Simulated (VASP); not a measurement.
# H19C2NO8 in VASP: a series of runs, part 2 of 2

VASP 6.6.1. The steps go on from the part before.

## 4. Single point, PBE+D3(BJ)

Input file INCAR:

```
  ALGO = Normal
  EDIFF = 1E-6
  ENCUT = 520
  GGA = PE
  ISIF = 2
  ISMEAR = -1
  IVDW = 12
  LASPH = T
  LCHARG = F
  LREAL = Auto
  LWAVE = F
  NBANDS = 61
  NELM = 100
  PREC = Accurate
  SIGMA = 0.02
```

Input file KPOINTS:

```
k-points
0
Gamma
  1 1 1
```

Input file POSCAR:

```
H19C2NO8
1.0
    6.8894190000      0.0000000000      0.0000000000
    0.0000000000      6.8894190000      0.0000000000
    0.0000000000      0.0000000000      6.8894190000
O H C N
8 19 2 1
Direct
   -0.1126945538      0.1738317847      0.7881651559
    0.8488088763      0.8040736091      1.0148460995
    0.5126702266      0.6044196180      0.0211483726
    0.3557194010      0.2220506548      0.7375803388
    0.4482961480      0.1592441975      0.1592732275
    0.1910175590      0.7076068388      0.6673712254
    0.2503113833      0.5434710822      0.3546888352
    0.9662788691      0.3875798525      0.1056838029
   -0.1747752604      0.2335320293      0.6740191009
    0.0081138918      0.1384296702      0.7098856957
    0.8882606792      0.9165939827      0.9414291684
    0.9413275633      0.7024394945      0.9887481078
    0.5557943275      0.7255909388      0.0774666195
    0.6097611424      0.5170827903      0.0707897139
    0.3784353949      0.3208688570      0.8291990950
    0.3329308320      0.2980948031      0.6252486603
    0.3388674720      0.1577926963      0.0848402456
    0.4536521875      0.0595986396      0.2668875271
    0.3177336144      0.7537210322      0.7373190686
    0.2403395700      0.6473550237      0.5374473522
    0.3788853603      0.5343411397      0.2954821009
    0.1717416229      0.5061529862      0.2371898124
    0.9004678043      0.3156724827      0.1971138640
    0.9499639955      0.2986463735     -0.0250383958
    0.8579097889      0.8695363136      0.6036212923
    1.0128430278      0.8057283205      0.4093959157
    0.8241623858      0.9131103798      0.3211736723
    0.8550938766      0.8098941290      0.4311974638
    0.7574078453      0.6215473322      0.4710847170
    0.6718999091      0.4726233083      0.5003179513
```

Started as:

```console
$ cat potpaw_PBE.64/O/POTCAR potpaw_PBE.64/H/POTCAR potpaw_PBE.64/C/POTCAR potpaw_PBE.64/N/POTCAR > POTCAR
$ mpirun -np 1 vasp_gam > vasp.out
```

Wall time 41 s (1 thread of AMD EPYC 7R43 (Zen 3), shared host); peak memory 0.32 GiB.

Results (log left out):

```yaml
Free_energy: -151.7406 eV
Pressure: -1.0 GPa
Largest_force: 5.372 eV/Å
Band_gap_on_the_k_mesh: 3.76 eV
Dispersion_energy_per_atom: -0.036 eV
```

Forces on the atoms (eV/Å):
```
O    1.910 -0.563 -2.065
O   -0.148  0.387  0.308
O   -0.930 -0.203  0.231
O   -0.419 -1.743 -0.040
O    3.951 -0.651  3.326
O    2.895  0.832  0.937
O    0.106 -0.835 -1.906
O    1.372  0.041 -4.203
H   -1.088  0.514  0.620
H   -0.513  0.109  1.641
H    0.016  0.258 -0.372
H    0.290 -0.386 -0.203
H    0.282  0.459 -0.373
H    0.548 -0.584 -0.080
H    0.471  1.297  1.338
H   -0.173  0.693 -1.464
H   -3.180 -0.717 -1.585
H   -0.731  1.240 -1.608
H   -2.302 -0.938 -1.160
H   -0.791  0.578  1.381
H    0.299  0.040  0.148
H   -0.291  0.063  0.877
H   -1.584 -1.469  2.306
H    0.156  1.692  1.816
H   -0.334 -0.370 -3.180
H    0.056 -1.082  0.135
H   -1.669  0.315 -0.704
C    0.784 -0.472  5.294
C   -0.859 -1.148 -1.058
N    1.876  2.643 -0.357
```

Stress tensor (GPa, compression positive):
```
 0.49 -1.73  0.85
-1.73 -2.20 -0.28
 0.85 -0.28 -1.44
```

Levels at points of the mesh, in eV from the valence-band top:
```tsv
k point	band 37	band 38	band 39	band 40	band 41	band 42	band 43	band 44
(0.00, 0.00, 0.00)	-1.01	-0.98	-0.53	0.00	3.76	4.87	5.11	6.07
```

Caveat: the k points lie up to 0.91 Å⁻¹ apart.

## 5. Single point, PBE+D3(BJ)

Input file INCAR:

```
SYSTEM = H19C2NO8
PREC = Accurate
ENCUT = 520
EDIFF = 1E-6
ISMEAR = -1
SIGMA = 0.02
LREAL = .False.
LASPH = .True.
NELM = 120
ALGO = Normal
ISIF = 2
LWAVE = .False.
LCHARG = .False.
GGA = PE
IVDW = 12
NBANDS = 61
GGA_COMPAT = .False.
```

Input file KPOINTS:

```
regular mesh
0
Gamma
  1 1 1
  0 0 0
```

Input file POSCAR:

```
H19C2NO8
1.0
    6.8894190000      0.0000000000      0.0000000000
    0.0000000000      6.8894190000      0.0000000000
    0.0000000000      0.0000000000      6.8894190000
O H C N
8 19 2 1
Direct
    0.0251545159      0.1532349825      0.7451281451
    0.8938779888      0.8739779073      0.9705462826
    0.5021903879      0.5702077345      0.0305831304
    0.3745453717      0.1243355935      0.6752819069
    0.4124730982      0.1435970145      0.1227244271
    0.3419011095      0.7590915867      0.7579158707
    0.2385106785      0.5115235407      0.3571854172
    0.8353534601      0.4379033994      0.1174264477
   -0.0670012958      0.2143286684      0.6419409242
    0.1606956987      0.1463693818      0.7026572197
    0.9732605899      0.9639709822      0.8897557254
    0.9627807512      0.7505422446      0.9633613517
    0.6157703574      0.6609555900      0.0279268832
    0.3930810421      0.6582267677      0.0198565365
    0.3705682584      0.1264838153      0.8204465427
    0.4831902371      0.2126884720      0.6559914559
    0.4690961604      0.0737798064      0.2389751589
    0.5415115556      0.1602747634      0.0809211923
    0.3099825980      0.8766486695      0.6782719994
    0.3336130376      0.6311707852      0.6810008217
    0.3209994921      0.5916899524      0.2777447561
    0.1110688724      0.4745973499      0.3117534294
    0.6932514919      0.4436223142      0.1622923501
    0.8828465797      0.3010558655      0.1008067589
    0.8594193502      0.8905685661      0.4781825579
    0.7712841968      0.7867862297      0.2547239470
    0.5897739708      0.8742101475      0.4068703036
    0.7497439189      0.8086458379      0.4201370246
    0.7041667810      0.6214602421      0.5048611501
    0.6514047121      0.4884156414      0.5901368461
```

Started as:

```console
$ cat potpaw_PBE.64/O/POTCAR potpaw_PBE.64/H/POTCAR potpaw_PBE.64/C/POTCAR potpaw_PBE.64/N/POTCAR > POTCAR
$ mpirun -np 1 vasp_gam > vasp.out
```

Run time: 34 s. Hardware: 1 thread of Intel Xeon Platinum 8559C (Emerald Rapids), shared host; peak memory 0.41 GiB.

The run converged. Its results:

- Free energy: -151.4119 eV
- Pressure: -0.5 GPa
- Largest force: 6.450 eV/Å
- Band gap on the k mesh: 4.04 eV
- Dispersion energy per atom: -0.036 eV

Forces in eV/Å, atoms in the order of the input:
```
O   -2.989  0.928 -1.060
O    0.240 -0.320  0.153
O    1.249  0.645  1.043
O    0.886  0.281  1.462
O    0.128 -1.493  2.121
O   -0.730 -1.078 -1.145
O    0.183 -0.378  1.978
O   -0.284 -1.053  0.748
H    2.013 -0.965  1.864
H   -0.104  0.753 -1.047
H   -0.556  0.090 -0.063
H   -0.107  0.005  0.037
H   -0.871 -0.587 -0.640
H   -0.336  0.259 -0.722
H    0.173 -0.384 -0.509
H    0.124  0.612 -0.699
H   -1.823  0.314 -0.458
H    1.776  1.094 -1.868
H    0.406 -1.486  0.222
H   -0.061  2.275  0.693
H   -0.420 -0.264 -0.815
H    0.009  0.551 -0.924
H    1.685 -0.657 -0.734
H   -0.792  1.255  0.065
H    1.703  1.480  1.373
H    0.507  0.211  1.565
H    2.136 -0.056  0.832
C   -4.731 -1.902 -3.949
C    1.060  2.129 -0.202
N   -0.475 -2.256  0.681
```

Stress tensor (GPa, compression positive):
```
-0.32  1.35 -1.33
 1.35 -0.62 -1.07
-1.33 -1.07 -0.49
```

Levels at points of the mesh, in eV from the valence-band top:
| k point | band 36 | band 37 | band 38 | band 39 | band 40 | band 41 | band 42 | band 43 | band 44 | band 45 |
| --- | --- | --- | --- | --- | --- | --- | --- | --- | --- | --- |
| (0.00, 0.00, 0.00) | -0.67 | -0.63 | -0.25 | -0.12 | 0.00 | 4.04 | 5.50 | 5.84 | 6.62 | 6.86 |

Caveat: the k points lie up to 0.91 Å⁻¹ apart.
